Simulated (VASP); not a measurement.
GaAs:

```xyz
2
Lattice="0.0000 3.0163 3.0163 3.0163 0.0000 3.0163 3.0163 3.0163 0.0000" Properties=species:S:1:pos:R:3 pbc="T T T"
Ga    0.0000    0.0000    0.0000
As    4.5245    4.5245    4.5245
```

This cell differs from its parent crystal: strain +0.050 along x and y, +0.050 along z.

Base run:

* Program: VASP 6.6.1
* Functional: PBE
* Potentials or basis: VASP PAW PBE potentials, release 64 (Ga_d, As)
* Cutoff: 500 eV
* k mesh: 10 × 10 × 10
* Occupations: gaussian, width 0.03 eV
* Spin: no spin polarisation

Its results: band gap on the k mesh zero (filled and empty bands touch); pressure -6.2 GPa.

**Question.** The run is repeated on the same cell with these changes: functional from PBE to PBEsol; occupations from gaussian, width 0.03 eV to tetrahedron. What comes out?

**Answer.** Band gap on the k mesh zero (filled and empty bands touch); pressure -8.4 GPa.

Caveats: the PAW data sets were made with another functional, which shifts forces and pressure a little (some runs).
